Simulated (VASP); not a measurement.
Here is a VASP 6.6.1 calculation.

File INCAR:

```
SYSTEM = B2C3
PREC = Accurate
ENCUT = 600
EDIFF = 1E-6
ISMEAR = 0
SIGMA = 0.01
LREAL = .FALSE.
LASPH = .TRUE.
NELM = 60
ALGO = Normal
ISIF = 3
LWAVE = .FALSE.
LCHARG = .FALSE.
GGA = PE
IBRION = 2
NSW = 100
EDIFFG = -0.01
```

File KPOINTS:

```
Automatic mesh
0
G
  18 18 8
  0 0 0
```

POSCAR

```
B2C3
1.0
    2.6033153962      0.0000000000      0.0000000000
   -1.3016576981      2.2545372672      0.0000000000
    0.0000000000      0.0000000000      5.2267466980
B C
2 3
Direct
    0.6666666667      0.3333333333      0.8526065029
    0.3333333333      0.6666666667      0.1473934971
    0.6666666667      0.3333333333      0.5488207237
    0.3333333333      0.6666666667      0.4511792763
    0.0000000000      0.0000000000      0.0000000000
```

Potentials or basis: VASP PAW PBE potentials, release 64 (B, C).

Command:

```console
$ cat potpaw_PBE.64/B/POTCAR potpaw_PBE.64/C/POTCAR > POTCAR
$ mpirun -np 1 vasp_std > vasp.out
```

Q: Predict the band gap on the k mesh.

A: 0.13 eV (least direct gap 1.64 eV).

Q: Estimate the space group after relaxing (to 0.1 Å).

A: P-3m1 (No. 164).

Q: What does it give for the relaxed cell?

A: a = 2.603 Å, b = 2.603 Å, c = 5.230 Å, α = 90.00°, β = 90.00°, γ = 120.00°.

Forces in eV/Å, atoms in the order of the input:
```
B    0.000  0.000 -0.007
B    0.000  0.000  0.007
C    0.000  0.000  0.007
C    0.000  0.000 -0.007
C    0.000  0.000  0.000
```

A k mesh can miss the band edges.
